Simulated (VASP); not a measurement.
# Ta2SiOF2 (P4mm) in VASP: relaxation of cell and atoms with PBE

Aim: the relaxation of cell and atoms of Ta2SiOF2 with PBE.

All numbers are computed with VASP 6.6.1; they aren't measurements. Logs are shortened: lines on timing, memory, paths and dates and some standing lists are left out, and cuts for length are marked.

### Step 1. The cell of the first run

Symmetry: P4mm, No. 99, tetragonal system. Conventional cell: a = 4.046 Å, b = 4.046 Å, c = 5.991 Å, α = 90.00°, β = 90.00°, γ = 90.00°. Ta (site symmetry 2mm) has 2 O at 2.17 Å and 2 Si at 2.55 Å and 2 F at 2.59 Å and 4 Ta at 2.86 Å within 2.9 Å. Si (site symmetry 4mm) has 1 F at 1.66 Å within 2.2 Å. O (site symmetry 4mm) has 4 Ta at 2.17 Å and 1 F at 2.39 Å within 2.9 Å. Within 2.2 Å of F (site symmetry 4mm) lie 1 Si at 1.66 Å. Within 3.3 Å of F (site symmetry 4mm) lie 1 O at 2.39 Å and 4 Ta at 2.59 Å and 4 Si at 2.86 Å and 4 F at 3.28 Å.

The cell was generated, and may not be a known phase.

### Step 2. Relaxation of cell and atoms, PBE

INCAR

```
PREC = Accurate ; ENCUT = 600
EDIFF = 1E-6 ; ISMEAR = 0
SIGMA = 0.1 ; LREAL = False
LASPH = True ; NELM = 100
ALGO = Normal ; ISIF = 3
LWAVE = False ; LCHARG = False
GGA = PE ; IBRION = 2
NSW = 100 ; EDIFFG = -0.01
```

KPOINTS

```
Automatic mesh
0
Gamma
  10 10 6
```

POSCAR

```
Ta2SiOF2
1.0
    4.0462119727      0.0000000000      0.0000000000
    0.0000000000      4.0462119727      0.0000000000
    0.0000000000      0.0000000000      5.9908887538
Ta Si O F
2 1 1 2
Direct
    0.5000000000      0.0000000000      0.0108031893
    0.0000000000      0.5000000000      0.0108031893
    0.0000000000      0.0000000000      0.2697857215
    0.5000000000      0.5000000000      0.8804721210
    0.0000000000      0.0000000000      0.5470187473
    0.5000000000      0.5000000000      0.2797160717
```

Potentials or basis: VASP PAW PBE potentials, release 64 (Ta_pv, Si, O, F).

On the command line:

```console
$ cat potpaw_PBE.64/Ta_pv/POTCAR potpaw_PBE.64/Si/POTCAR potpaw_PBE.64/O/POTCAR potpaw_PBE.64/F/POTCAR > POTCAR
$ mpirun -np 1 vasp_std > vasp.out
```

OUTCAR:

```text
PREC = Accurate
   ENCUT = 600
   EDIFF = 1E-6
   ISMEAR = 0
   LREAL = False
   LASPH = True
   NELM = 100
   ISIF = 3
   GGA = PE
   IBRION = 2
   NSW = 100
   EDIFFG = -0.01

 ion  position               nearest neighbor table
   1  0.500  0.000  0.011-   4 2.17   4 2.17   3 2.55   3 2.55   6 2.59   6 2.59   2 2.86   2 2.86
                             2 2.86   2 2.86
   2  0.000  0.500  0.011-   4 2.17   4 2.17   3 2.55   3 2.55   6 2.59   6 2.59   1 2.86   1 2.86
                             1 2.86   1 2.86
   3  0.000  0.000  0.270-   5 1.66   2 2.55   1 2.55   2 2.55   1 2.55
   4  0.500  0.500  0.880-   1 2.17   2 2.17   1 2.17   2 2.17
   5  0.000  0.000  0.547-   3 1.66
   6  0.500  0.500  0.280-   1 2.59   2 2.59   1 2.59   2 2.59

  LATTYP: Found a simple tetragonal cell.
 ALAT       =     4.0462119727
 C/A-ratio  =     1.4806166346

  Lattice vectors:

 A1 = (   4.0462119727,   0.0000000000,   0.0000000000)
 A2 = (   0.0000000000,   4.0462119727,   0.0000000000)
 A3 = (   0.0000000000,   0.0000000000,   5.9908887538)

Analysis of symmetry for initial positions (statically):
=====================================================================
 Subroutine PRICEL returns:
 Original cell was already a primitive cell.

 Routine SETGRP: Setting up the symmetry group for a
 simple tetragonal supercell.

 Subroutine GETGRP returns: Found  8 space group operations
 (whereof  8 operations were pure point group operations)
 out of a pool of 16 trial point group operations.

The static configuration has the point symmetry C_4v.

Analysis of symmetry for dynamics (positions and initial velocities):
=====================================================================
 Subroutine PRICEL returns:
 Original cell was already a primitive cell.

 Routine SETGRP: Setting up the symmetry group for a
 simple tetragonal supercell.

 Subroutine GETGRP returns: Found  8 space group operations
 (whereof  8 operations were pure point group operations)
 out of a pool of 16 trial point group operations.

The dynamic configuration has the point symmetry C_4v.

 Subroutine INISYM returns: Found  8 space group operations
 (whereof  8 operations are pure point group operations),
 and found     1 'primitive' translations

----------------------------------------------------------------------------------------

                                     Primitive cell

[... 119 lines left out ...]
  volume/ion in A,a.u.               =      16.35       110.31
  Fermi-wavevector in a.u.,A,eV,Ry     =   1.271934  2.403607 22.011727  1.617816
  Thomas-Fermi vector in A             =   2.404840
   LORBIT       =      0    0 simple, 1 ext, 2 COOP (PROOUT), +10 PAW based schemes
   GGA     = PE    functional components
   LHFCALC =     F    Hartree Fock is set to
   AEXX    =    0.0000 exact exchange contribution
   IVDW    =     0    specifies the selected vdW correction
   LEPSILON=     F    determine dielectric tensor
   LRPA    =     F    only Hartree local field effects (RPA)
 conjugate gradient relaxation of ions
 non-spin polarized calculation
 Gauss-broadening in eV      SIGMA  =   0.10
  energy-cutoff  :      600.00
  volume of cell :       98.08
 maximum number of plane-waves:      3324
   NGX = 17   NGY = 17   NGZ = 23

--------------------------------------- Ionic step        1  -------------------------------------------

 number of electron      46.0000019 magnetization

 Free energy of the ion-electron system (eV)
  ---------------------------------------------------
  ext. energy  EPLUGINS =         0.00000000
  ---------------------------------------------------
  free energy    TOTEN  =       -44.98863129 eV

  energy without entropy =      -44.97673050  energy(sigma->0) =      -44.98268089

------------------------ aborting loop because EDIFF is reached ----------------------------------------

  FORCE on cell =-STRESS in cart. coord.  units (eV):
  Direction    XX          YY          ZZ          XY          YZ          ZX
  --------------------------------------------------------------------------------------
  -------------------------------------------------------------------------------------
  Total        0.1233219      0.1233219      0.3050486      0.0000000      0.0000000      0.0000000
  in kB        2.0144774      2.0144774      4.9830029      0.0000000      0.0000000      0.0000000
  external PRESSURE =       3.0039859 kB  Pullay stress =       0.0000000 kB
[... 101 lines left out ...]
  FREE ENERGIE OF THE ION-ELECTRON SYSTEM (eV)
  ---------------------------------------------------
  free  energy   TOTEN  =       -44.9890855365 eV

  energy  without entropy=      -44.9771658143  energy(sigma->0) =      -44.98312568

[... ionic steps 4 to 7 ...]

--------------------------------------- Ionic step        8  -------------------------------------------

 number of electron      46.0000020 magnetization

------------------------ aborting loop because EDIFF is reached ----------------------------------------
[... 75 lines left out ...]
--------------------------------------- Ionic step       10  -------------------------------------------

 number of electron      46.0000020 magnetization

 Free energy of the ion-electron system (eV)
  ---------------------------------------------------
  ext. energy  EPLUGINS =         0.00000000
  ---------------------------------------------------
  free energy    TOTEN  =       -44.98915472 eV

  energy without entropy =      -44.97724899  energy(sigma->0) =      -44.98320185

 E-fermi :   3.4071     XC(G=0):  -9.8538

 val. band max:        3.4067632124   @ k =   0.5000   0.1000   0.5000
 cond. band min:       3.4136505889   @ k =   0.4000   0.4000   0.1667
 fundamental gap:      0.0068873765
 Fermi energy:         3.4070940873

 k-point     1 :       0.0000    0.0000    0.0000
  band No.  band energies     occupation
      1     -31.9527      2.00000
      2     -31.9527      2.00000
      3     -31.8417      2.00000
      4     -31.6400      2.00000
      5     -31.0537      2.00000
      6     -31.0537      2.00000
[... 709 lines left out ...]
     26       6.2501      0.00000
     27       6.4983      0.00000

 [... further k-points ...]

------------------------ aborting loop because EDIFF is reached ----------------------------------------

  FORCE on cell =-STRESS in cart. coord.  units (eV):
  Direction    XX          YY          ZZ          XY          YZ          ZX
  --------------------------------------------------------------------------------------
  -------------------------------------------------------------------------------------
  Total        0.0064603      0.0064603      0.0413702      0.0000000      0.0000000      0.0000000
  in kB        0.1052905      0.1052905      0.6742579      0.0000000      0.0000000      0.0000000
  external PRESSURE =       0.2949463 kB  Pullay stress =       0.0000000 kB
[... 21 lines left out ...]
  FREE ENERGIE OF THE ION-ELECTRON SYSTEM (eV)
  ---------------------------------------------------
  free  energy   TOTEN  =       -44.9891547182 eV

  energy  without entropy=      -44.9772489885  energy(sigma->0) =      -44.98320185

 reached required accuracy - stopping structural energy minimisation
```

CONTCAR:

```text
Ta2SiOF2
   1.00000000000000
     4.0485849239897291    0.0000000000000000    0.0000000000000000
     0.0000000000000000    4.0485849239897291   -0.0000000000000000
     0.0000000000000000    0.0000000000000000    5.9974395761523924
  Ta              Si              O               F
     2     1     1     2
Direct
     0.5000000000000000    0.0000000000000000    0.0106502723114947
     0.0000000000000000    0.5000000000000000    0.0106502723114947
     0.0000000000000000    0.0000000000000000    0.2692967990328632
     0.5000000000000000    0.5000000000000000    0.8810410044229110
     0.0000000000000000    1.0000000000000000    0.5472630880495093
     0.5000000000000000    0.5000000000000000    0.2796976039717237

  0.00000000E+00  0.00000000E+00  0.00000000E+00
  0.00000000E+00  0.00000000E+00  0.00000000E+00
  0.00000000E+00  0.00000000E+00  0.00000000E+00
  0.00000000E+00  0.00000000E+00  0.00000000E+00
  0.00000000E+00  0.00000000E+00  0.00000000E+00
  0.00000000E+00  0.00000000E+00  0.00000000E+00
```

It took 4.8 min on 1 thread of Intel Xeon 6975P-C (Granite Rapids), shared host; peak memory 0.42 GiB.

Results:

```yaml
Free_energy: -44.9892 eV
Relaxed_volume: 16.38 Å³/atom
Relaxed_cell: a = 4.049 Å, b = 4.049 Å, c = 5.997 Å, α = 90.00°, β = 90.00°, γ = 90.00°
Space_group_after_relaxing_to_0.1_Å: P4mm (No. 99)
Energy_gained_by_relaxing: 0.1 meV/atom
Ionic_steps: 10
Pressure_after_relaxing: 0.0 GPa
Largest_force_after_relaxing: 0.008 eV/Å
Band_gap_on_the_k_mesh: zero (bands 23 and 24 overlap by 0.18 eV)
```

Forces on the atoms (eV/Å):
```
Ta   0.000  0.000  0.001
Ta   0.000  0.000  0.001
Si   0.000  0.000  0.000
O    0.000  0.000 -0.002
F    0.000  0.000 -0.008
F    0.000  0.000  0.007
```

Step by step:
```tsv
step	energy change (eV)	largest force (eV/Å)	pressure (GPa)	volume (Å³)
1	0.0000	0.1196	0.30	98.08
2	0.0006	0.1849	-0.38	98.52
3	-0.0005	0.0315	0.01	98.25
4	-0.0005	0.0326	0.02	98.25
5	-0.0005	0.0141	0.00	98.29
6	-0.0005	0.0143	0.00	98.30
7	-0.0005	0.0162	-0.01	98.30
8	-0.0005	0.0182	0.01	98.30
9	-0.0005	0.0152	0.00	98.30
10	-0.0005	0.0081	0.03	98.30
```

Final structure:
```
CELL_PARAMETERS angstrom
4.04858 0.00000 0.00000
0.00000 4.04858 0.00000
0.00000 0.00000 5.99744
ATOMIC_POSITIONS crystal
Ta 0.50000 0.00000 0.01065
Ta 0.00000 0.50000 0.01065
Si 0.00000 0.00000 0.26930
O 0.50000 0.50000 0.88104
F 0.00000 0.00000 0.54726
F 0.50000 0.50000 0.27970
```

Caveat: spin-orbit coupling is left out, which moves the levels of the heavy elements.
